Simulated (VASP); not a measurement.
Wanted: the native input for a VASP 6.6.1 run.

```
Task                               : single point
Functional                         : HSE06
Potentials or basis                : VASP PAW PBE potentials, release 64 (Si)
Cutoff                             : 520 eV
k mesh                             : 8 × 8 × 8
Occupations                        : fermi-dirac, width 0.05 eV
Spin                               : no spin polarisation
Dipole correction                  : no
Grid for exact exchange (PRECFOCK) : Normal
Further INCAR settings             : ALGO = Normal; EDIFF = 1e-06; NBANDS = 11
Share of exact exchange            : 0.25
Screening parameter                : 0.2079 1/Å
```

Crystal: Si.

```xyz
2
Lattice="-2.4179 2.4179 1.3553 2.4179 -2.4179 1.3553 2.4179 2.4179 -1.3553" Properties=species:S:1:pos:R:3 pbc="T T T"
Si    0.0000    0.0000    1.3553
Si    2.4179    0.0000    0.6777
```

The input as run:

POSCAR

```
Si
1.0
   -2.4178816084      2.4178816084      1.3553360359
    2.4178816084     -2.4178816084      1.3553360359
    2.4178816084      2.4178816084     -1.3553360359
Si
2
Direct
    0.5000000000      0.5000000000      0.0000000000
    0.2500000000      0.7500000000      0.5000000000
```

INCAR.step1

```
ALGO = Normal
EDIFF = 1E-5
ENCUT = 520
GGA = PE
ISIF = 2
ISMEAR = -1
LASPH = T
LREAL = F
LWAVE = T
NBANDS = 11
NELM = 80
PREC = Accurate
SIGMA = 0.05
```

INCAR.step2

```
ALGO = Normal
EDIFF = 1E-6
ENCUT = 520
GGA = PE
HFSCREEN = 0.2079
ISIF = 2
ISMEAR = -1
ISTART = 1
LASPH = T
LCHARG = T
LELF = T
LHFCALC = T
LREAL = F
LVHAR = T
LWAVE = F
NBANDS = 11
NELM = 80
PREC = Accurate
PRECFOCK = Normal
SIGMA = 0.05
```

KPOINTS

```
k-points
0
Gamma
  8 8 8
```

Potentials or basis: VASP PAW PBE potentials, release 64 (Si).

Launch:

```sh
$ cat potpaw_PBE.64/Si/POTCAR > POTCAR
$ cp INCAR.step1 INCAR
$ mpirun -np 1 vasp_std > vasp.out
$ cp INCAR.step2 INCAR
$ mpirun -np 1 vasp_std > vasp.out
```

It gave:

```json
{
  "Pressure": "-5.2 GPa",
  "Band gap on the k mesh": "zero (bands 4 and 5 overlap by 5.82 eV)"
}
```

Caveat: the cell stands under tension; the PAW data sets were made with another functional, which shifts forces and pressure a little.

Wall time 2.5 h on 1 thread of Oxide Virtual Turin-like Processor, with other jobs on the host, peak memory 0.25 GiB.
